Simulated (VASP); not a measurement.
Input of a VASP 6.6.1 run:

File INCAR:

```
  ALGO = Normal
  EDIFF = 1E-6
  EDIFFG = -0.01
  ENCUT = 600
  GGA = PE
  IBRION = 2
  ISIF = 3
  ISMEAR = 0
  LASPH = T
  LCHARG = F
  LREAL = F
  LWAVE = F
  NELM = 80
  NSW = 100
  PREC = Accurate
  SIGMA = 0.1
```

KPOINTS

```
k-points
0
Gamma
  18 18 12
```

File POSCAR:

```
BiS
1.0
    3.6468632588      0.0000000000      0.0000000000
   -1.8234316294      3.1582762263      0.0000000000
    0.0000000000      0.0000000000      5.0906398025
Bi S
1 1
Direct
    0.0000000000      0.0000000000      0.0000000000
    0.0000000000      0.0000000000      0.5000000000
```

Potentials or basis: VASP PAW PBE potentials, release 64 (Bi_d, S).

Run with:

```sh
$ cat potpaw_PBE.64/Bi_d/POTCAR potpaw_PBE.64/S/POTCAR > POTCAR
$ mpirun -np 1 vasp_std > vasp.out
```

Task: Estimate the space group after relaxing (to 0.1 Å).

Result: P6/mmm (No. 191).

Task: What does it give for the band gap on the k mesh?

Result: Zero (an odd number of electrons rules out a gap without spin polarisation).

Task: Estimate the relaxed volume.

Result: 27.56 Å³/atom.

Final structure:
```
Bi S
1.0
     3.42399    0.00000    0.00000
    -1.71200    2.96526    0.00000
     0.00000    0.00000    5.42979
Bi S
1 1
Cartesian
  0.0000 0.0000 0.0000
  0.0000 0.0000 2.7149
```

Caveat: spin-orbit coupling is left out, which moves the levels of the heavy elements.
